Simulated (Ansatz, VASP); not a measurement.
**SiO2: VASP beside Ansatz**

```
Si O
1.0
     4.26370    0.00000    0.00000
     0.00000    4.26370    0.00000
     0.00000    0.00000    2.66780
Si O
2 4
Direct
  0.00000 0.00000 0.00000
  0.50000 0.50000 0.50000
  0.30670 0.30670 0.00000
  0.19330 0.80670 0.50000
  0.69330 0.69330 0.00000
  0.80670 0.19330 0.50000
```

Change from the starting cell: equal xx and yy strain of +2 %.

Alike in both runs: task single point; functional PBEsol; k mesh 6 × 6 × 9; occupations fermi-dirac, width 0.03 eV; no spin polarisation.

|  | VASP | Ansatz |
| --- | --- | --- |
| version | VASP 6.6.1 | Ansatz 0.2.0 |
| potentials or method | VASP PAW PBE potentials, release 64 (Si, O), cutoff 520 eV | all-electron LAPW, scalar-relativistic |

|  | VASP | Ansatz | Ansatz less VASP |
| --- | --- | --- | --- |
| gap on the k mesh at the Fermi level (eV) | 4.96 | 4.97 | +0.009 |
| pressure (GPa) | -6.6 | -7.2 | -0.63 |
| traceless stress, the component that is largest in VASP (GPa) | 4.92 | 4.26 | -0.662 |
| rms of the force components (eV/Å) | 0.083 | 0.106 | +0.0228 |

VASP's potentials were made for PBE, not for PBEsol. Atom by atom the forces differ by 0.023 eV/Å (rms over components). Ansatz ran all-electron here, and VASP with PAW potentials.
